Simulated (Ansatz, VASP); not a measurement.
# Two plane-wave programs on Cd3SeS2

```xyz
12
Lattice="4.2570 0.0000 0.0000 -2.1285 3.6867 0.0000 0.0000 0.0000 20.8231" Properties=species:S:1:pos:R:3 pbc="T T T"
Cd    2.1285    1.2289   20.8186
Cd    2.1285    1.2289    7.0383
Cd    2.1285    1.2289   13.7805
Cd    0.0000    2.4578    3.3690
Cd    0.0000    2.4578   10.4071
Cd    0.0000    2.4578   17.4498
Se    2.1285    1.2289   16.4662
Se    0.0000    2.4578    6.0546
S     2.1285    1.2289    2.5687
S     2.1285    1.2289    9.6058
S     0.0000    2.4578   12.9802
S     0.0000    2.4578   20.0174
```

Alike in both runs: task single point; functional PBE; k mesh 6 × 6 × 1; occupations gaussian, width 0.1 eV; no spin polarisation.

|  | VASP | Ansatz |
| --- | --- | --- |
| version | VASP 6.6.1 | Ansatz 0.2.0 |
| potentials or method | VASP PAW PBE potentials, release 64 (Cd, Se, S), cutoff 520 eV | scalar-relativistic, plane waves, PAW |
| valence electrons in the cell | 108 | 176 |

|  | VASP | Ansatz | Ansatz less VASP |
| --- | --- | --- | --- |
| gap on the k mesh at the Fermi level (eV) | 0.73 | 0.73 | +0.001 |
| least direct gap on the mesh (eV) | 0.73 | 0.73 | +0.001 |
| pressure (GPa) | 0.3 | 0.0 | -0.27 |

VASP's potentials hold 108 valence electrons a cell and Ansatz's 176, so a difference there can come from the potentials and not from the codes.
